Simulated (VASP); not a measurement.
# Al12O in VASP: single point with PBE+D3(BJ)

Aim: the single point of Al12O with PBE+D3(BJ).

Program: VASP 6.6.1. These are calculated values, not measurements. Logs are shortened: lines on timing, memory, paths and dates and some standing lists are left out, and cuts for length are marked.

## 1. The cell of the first run

The cell holds a slab with vacuum, 13 atoms: a = 5.632 Å, b = 5.632 Å, c = 22.599 Å, α = 90.00°, β = 90.00°, γ = 120.00°.

## 2. Single point, PBE+D3(BJ), collinear spin, ferromagnetic start

Contents of INCAR:

```
  ALGO = Normal
  DIPOL = 0.5 0.5 0.468
  EDIFF = 1E-6
  ENCUT = 520
  GGA = PE
  IDIPOL = 3
  ISIF = 2
  ISMEAR = 0
  ISPIN = 2
  IVDW = 12
  LASPH = T
  LCHARG = F
  LDIPOL = T
  LORBIT = 11
  LREAL = F
  LWAVE = F
  MAGMOM = 0 0 0 0 0 0 0 0 0 0 0 0 2
  NBANDS = 37
  NELM = 150
  PREC = Accurate
  SIGMA = 0.1
```

Contents of KPOINTS:

```
k-points
0
Gamma
  4 4 1
```

Contents of POSCAR:

```
Al12O
1.0
    5.6324246406      0.0000000000      0.0000000000
   -2.8162123203      4.8778228237      0.0000000000
    0.0000000000      0.0000000000     22.5988554614
Al O
12 1
Direct
    0.3333333333      0.1666666667      0.3540002286
    0.3333333333      0.6666666667      0.3540002286
    0.8333333333      0.1666666667      0.3540002286
    0.8333333333      0.6666666667      0.3540002286
    0.6681557650      0.3363115301      0.4574951410
    0.6681557650      0.8318442350      0.4574951410
    0.1666666667      0.3333333333      0.4579857534
    0.1636884699      0.8318442350      0.4574951410
   -0.0040394852      0.5040394852      0.5627260148
   -0.0040394852     -0.0080789703      0.5627260148
    0.5080789703      0.5040394852      0.5627260148
    0.5000000000      0.0000000000      0.5539930806
    0.1666666667      0.3333333333      0.6006698403
```

Potentials or basis: VASP PAW PBE potentials, release 64 (Al, O).

Launch:

```bash
cat potpaw_PBE.64/Al/POTCAR potpaw_PBE.64/O/POTCAR > POTCAR
mpirun -np 1 vasp_std > vasp.out
```

OUTCAR:

```text
EDIFF = 1E-6
   ENCUT = 520
   GGA = PE
   ISIF = 2
   ISMEAR = 0
   ISPIN = 2
   IVDW = 12
   LASPH = T
   LORBIT = 11
   LREAL = F
   NELM = 150
   PREC = Accurate
 IVDW          = 12

 ion  position               nearest neighbor table
   1  0.333  0.167  0.354-   3 2.82   3 2.82   4 2.82   2 2.82   2 2.82   4 2.82   5 2.85   8 2.85
                             7 2.86
   2  0.333  0.667  0.354-   4 2.82   4 2.82   1 2.82   1 2.82   3 2.82   3 2.82   8 2.85   6 2.85
                             7 2.86
   3  0.833  0.167  0.354-   1 2.82   1 2.82   4 2.82   4 2.82   2 2.82   2 2.82   5 2.85   6 2.85
                             7 2.86
   4  0.833  0.667  0.354-   2 2.82   2 2.82   3 2.82   3 2.82   1 2.82   1 2.82   6 2.84   8 2.84
                             5 2.84
   5  0.668  0.336  0.457-  12 2.73   8 2.79   6 2.79   7 2.82   7 2.82   4 2.84   6 2.84   8 2.84
                             3 2.85   1 2.85   9 2.87  11 2.87
   6  0.668  0.832  0.457-  12 2.73   8 2.79   5 2.79   7 2.82   7 2.82   4 2.84   8 2.84   5 2.84
                             2 2.85   3 2.85  10 2.87  11 2.87
   7  0.167  0.333  0.458-   5 2.82   8 2.82   6 2.82   6 2.82   5 2.82   8 2.82   1 2.86   3 2.86
                             2 2.86  11 2.89  10 2.89   9 2.89
   8  0.164  0.832  0.457-  12 2.73   6 2.79   5 2.79   7 2.82   7 2.82   4 2.84   6 2.84   5 2.84
                             2 2.85   1 2.85  10 2.87   9 2.87
   9  0.996  0.504  0.563-  13 1.87  11 2.75  10 2.75  12 2.82  12 2.82   5 2.87   8 2.87  11 2.88
                            10 2.88   7 2.89
  10  0.996  0.992  0.563-  13 1.87  11 2.75   9 2.75  12 2.82  12 2.82   6 2.87   8 2.87  11 2.88
                             9 2.88   7 2.89
  11  0.508  0.504  0.563-  13 1.87   9 2.75  10 2.75  12 2.82  12 2.82   5 2.87   6 2.87   9 2.88
                            10 2.88   7 2.89
  12  0.500  0.000  0.554-   6 2.73   8 2.73   5 2.73  10 2.82  11 2.82   9 2.82   9 2.82  10 2.82
                            11 2.82
  13  0.167  0.333  0.601-  11 1.87  10 1.87   9 1.87

  LATTYP: Found a hexagonal cell.
 ALAT       =     5.6324246406
 C/A-ratio  =     4.0122783532

  Lattice vectors:

 A1 = (   5.6324246406,   0.0000000000,   0.0000000000)
 A2 = (  -2.8162123203,   4.8778228237,   0.0000000000)
 A3 = (   0.0000000000,   0.0000000000,  22.5988554614)

Analysis of symmetry for initial positions (statically):
=====================================================================
 Subroutine PRICEL returns:
 Original cell was already a primitive cell.

[... 347 lines left out ...]

 spin component 2

 k-point     1 :       0.0000    0.0000    0.0000
  band No.  band energies     occupation
      1     -20.1609      1.00000
      2     -10.6957      1.00000
      3      -8.9192      1.00000
      4      -6.8327      1.00000
      5      -6.8327      1.00000
      6      -6.2095      1.00000
[... 133 lines left out ...]
     32       3.6739      0.00000
     33       3.7438      0.00000
 [bands above 33 left out]

------------------------ aborting loop because EDIFF is reached ----------------------------------------

 vacuum level on the upper side and lower side of the slab       (xc-potential included)         0.069        -0.079

 Edisp (eV)   -2.94517

 E8    (eV) :    -1.3632

  FORCE on cell =-STRESS in cart. coord.  units (eV):
  Direction    XX          YY          ZZ          XY          YZ          ZX
  --------------------------------------------------------------------------------------
  -------------------------------------------------------------------------------------
  Total      -4.19550    -4.19550     0.06956     0.00000     0.00000     0.00000
  in kB     -10.82647   -10.82647     0.17951     0.00000     0.00000     0.00000
  external pressure =       -7.16 kB  Pullay stress =        0.00 kB

 VOLUME and BASIS-vectors are now :
 -----------------------------------------------------------------------------
  energy-cutoff  :      520.00
  volume of cell :      620.88
      direct lattice vectors                 reciprocal lattice vectors
     5.632424641  0.000000000  0.000000000     0.177543432  0.102504748  0.000000000
    -2.816212320  4.877822824  0.000000000     0.000000000  0.205009496  0.000000000
     0.000000000  0.000000000 22.598855461     0.000000000  0.000000000  0.044250029

 POSITION                                       TOTAL-FORCE (eV/Angst)
 -----------------------------------------------------------------------------------
      1.40811      0.81297      8.00000         0.209890     -0.121180      0.031386
     -0.00000      3.25188      8.00000         0.000000      0.242361      0.031386
      4.22432      0.81297      8.00000        -0.209890     -0.121180      0.031386
      2.81621      3.25188      8.00000         0.000000     -0.000000     -0.138409
      2.81621      1.64047     10.33887         0.000000     -0.011835      0.016821
      1.42069      4.05759     10.33887        -0.010249      0.005917      0.016821
      0.00000      1.62594     10.34995         0.000000     -0.000000     -0.027038
     -1.42069      4.05759     10.33887         0.010249      0.005917      0.016821
      4.19019      2.45862     12.71696        -0.040575      0.023426      0.013185
      2.81621      4.83842     12.71696         0.000000     -0.046852      0.013185
      1.44223      2.45862     12.71696         0.040575      0.023426      0.013185
      2.81621      0.00000     12.51961         0.000000     -0.000000      0.017208
      0.00000      1.62594     13.57445         0.000000     -0.000000     -0.035937
 -----------------------------------------------------------------------------------
    total drift:                               -0.000000      0.000000     -0.000400

  FREE ENERGIE OF THE ION-ELECTRON SYSTEM (eV)
  ---------------------------------------------------
  free  energy   TOTEN  =       -54.1292197846 eV

  energy  without entropy=      -54.1154171868  energy(sigma->0) =      -54.12231849

 vacuum level on the upper side and lower side of the slab         4.022         3.873

 total charge

# of ion       s       p       d       tot
------------------------------------------
    1        0.451   0.319   0.000   0.770
    2        0.451   0.319   0.000   0.770
    3        0.451   0.319   0.000   0.770
    4        0.455   0.318   0.000   0.773
    5        0.422   0.349   0.000   0.771
    6        0.422   0.349   0.000   0.771
    7        0.431   0.346   0.000   0.777
    8        0.422   0.349   0.000   0.771
    9        0.410   0.341   0.000   0.751
   10        0.410   0.341   0.000   0.751
   11        0.410   0.341   0.000   0.751
   12        0.452   0.362   0.000   0.814
   13        1.577   3.497   0.000   5.074
--------------------------------------------------
tot          6.764   7.548   0.000  14.312

 magnetization (x)

# of ion       s       p       d       tot
------------------------------------------
    1       -0.000  -0.000   0.000  -0.000
    2       -0.000  -0.000   0.000  -0.000
    3       -0.000  -0.000   0.000  -0.000
    4       -0.000  -0.000   0.000  -0.000
    5        0.000  -0.000   0.000   0.000
    6        0.000  -0.000   0.000   0.000
    7        0.000  -0.000   0.000   0.000
    8        0.000  -0.000   0.000   0.000
    9        0.000   0.000   0.000   0.000
   10        0.000   0.000   0.000   0.000
   11        0.000   0.000   0.000   0.000
   12        0.000   0.000   0.000   0.000
   13       -0.000   0.000   0.000   0.000
--------------------------------------------------
tot          0.000   0.000   0.000   0.000
```

OSZICAR:

```text
N       E                     dE             d eps       ncg     rms          rms(c)
DAV:   1     0.183696966977E+03    0.18370E+03   -0.12927E+04   592   0.808E+02
[... 24 lines left out ...]
DAV:  26    -0.511840147636E+02   -0.39585E-04   -0.17295E-06   628   0.446E-03    0.141E-03
DAV:  27    -0.511840345160E+02   -0.19752E-04   -0.21058E-06   609   0.541E-03    0.183E-03
DAV:  28    -0.511840398836E+02   -0.53676E-05   -0.30908E-07   551   0.262E-03    0.105E-03
DAV:  29    -0.511840450344E+02   -0.51509E-05   -0.46142E-07   557   0.266E-03    0.551E-04
DAV:  30    -0.511840474446E+02   -0.24102E-05   -0.13844E-07   522   0.118E-03    0.546E-04
DAV:  31    -0.511840486841E+02   -0.12395E-05   -0.60954E-08   494   0.879E-04    0.245E-04
DAV:  32    -0.511840494998E+02   -0.81567E-06   -0.36413E-08   481   0.669E-04
   1 F= -.54129220E+02 E0= -.54122318E+02  d E =-.138026E-01  mag=    -0.0000
```

Wall time 4.5 min (1 thread of Intel Xeon 6975P-C (Granite Rapids), shared host); peak memory 0.9 GiB.

What came out:

```yaml
Free_energy: -54.1292 eV
Largest_force: 0.244 eV/Å
Band_gap_on_the_k_mesh: zero (filled and empty bands overlap)
Net_moment: 0.00 μB per cell
Valence_electrons_inside_the_program's_atomic_spheres: Al 0.77, 0.78, 0.75, 0.81; O 5.07
Dispersion_energy_per_atom: -0.227 eV
```

Forces in eV/Å, atoms in the order of the input:
```
Al   0.210 -0.121  0.031
Al   0.000  0.242  0.031
Al  -0.210 -0.121  0.031
Al   0.000  0.000 -0.138
Al   0.000 -0.012  0.017
Al  -0.010  0.006  0.017
Al   0.000  0.000 -0.027
Al   0.010  0.006  0.017
Al  -0.041  0.023  0.013
Al   0.000 -0.047  0.013
Al   0.041  0.023  0.013
Al   0.000  0.000  0.017
O    0.000  0.000 -0.036
```

Levels at points of the mesh, in eV from the Fermi level:
Spin up:
```tsv
k point	band 19	band 20	band 21	band 22	band 23	band 24
(0.00, 0.00, 0.00)	-2.20	-1.85	-0.59	-0.33	-0.33	0.57
(0.50, 0.00, 0.00)	-0.43	-0.34	0.05	0.14	1.04	1.09
```
Spin down:
```tsv
k point	band 17	band 18	band 19	band 20	band 21	band 22	band 23	band 24	band 25	band 26
(0.00, 0.00, 0.00)	-2.82	-2.20	-2.20	-1.85	-0.59	-0.33	-0.33	0.57	0.60	0.60
(0.50, 0.00, 0.00)	-1.61	-0.68	-0.43	-0.34	0.05	0.14	1.04	1.09	1.57	1.64
```
